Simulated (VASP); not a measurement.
**Cu12HF: single point with PBE**

The system is Cu12HF, a slab with vacuum.

```
Cu F H
1.0
     5.13195    0.00000    0.00000
    -2.56598    4.44440    0.00000
     0.00000    0.00000   22.12157
Cu F H
12 1 1
Direct
  0.33333 0.16667 0.18082
  0.33333 0.66667 0.18082
  0.83333 0.16667 0.18082
  0.83333 0.66667 0.18082
  0.16667 0.33333 0.27397
  0.16667 0.83333 0.27397
  0.66667 0.33333 0.27397
  0.66667 0.83333 0.27397
  0.00000 0.00000 0.36713
  0.00000 0.50000 0.36713
  0.50000 0.00000 0.36713
  0.50000 0.50000 0.36713
  0.25678 0.24322 0.52987
  0.40989 0.09011 0.52987
```

```json
{
 "Program": "VASP 6.6.1",
 "Task": "single point",
 "Functional": "PBE",
 "Potentials or basis": "VASP PAW PBE potentials, release 64 (Cu, F, H)",
 "Cutoff": "520 eV",
 "k mesh": "6 × 6 × 1",
 "Occupations": "gaussian, width 0.1 eV",
 "Spin": "no spin polarisation"
}
```

```
Largest force          : 5.812 eV/Å
Band gap on the k mesh : zero (bands 70 and 71 overlap by 0.40 eV)
```

Forces on the atoms (eV/Å):
```
Cu   0.000  0.000 -0.033
Cu   0.000  0.000 -0.032
Cu   0.000  0.000 -0.032
Cu   0.000  0.000 -0.035
Cu   0.001 -0.001  0.007
Cu  -0.004  0.000  0.006
Cu  -0.002  0.004  0.006
Cu   0.004 -0.002  0.008
Cu   0.002 -0.001  0.066
Cu  -0.004  0.002  0.039
Cu   0.001  0.000  0.036
Cu   0.002 -0.001  0.066
F    5.033 -2.906 -0.048
H   -5.033  2.906 -0.053
```

Levels at points of the mesh, in eV from the Fermi level:
```
           k point  band 67  band 68  band 69  band 70  band 71  band 72  band 73  band 74
(0.00, 0.00, 0.00)    -1.31    -0.07     0.07     0.07     0.07     0.93     1.18     1.18
(0.50, 0.00, 0.00)    -1.48    -1.48     0.00     0.00     0.32     0.38     1.09     1.18
(0.50, 0.50, 0.00)    -1.48    -1.48     0.00     0.00     0.32     0.40     1.15     1.18
```

It took 29 min on 1 thread of Intel(R) Xeon(R) Platinum 8375C CPU @ 2.90GHz (Ice Lake), on a shared host, peak memory 0.84 GiB.

With open d or f shells a metallic result of PBE can be an artefact of self-interaction; +U or a hybrid may open a gap.
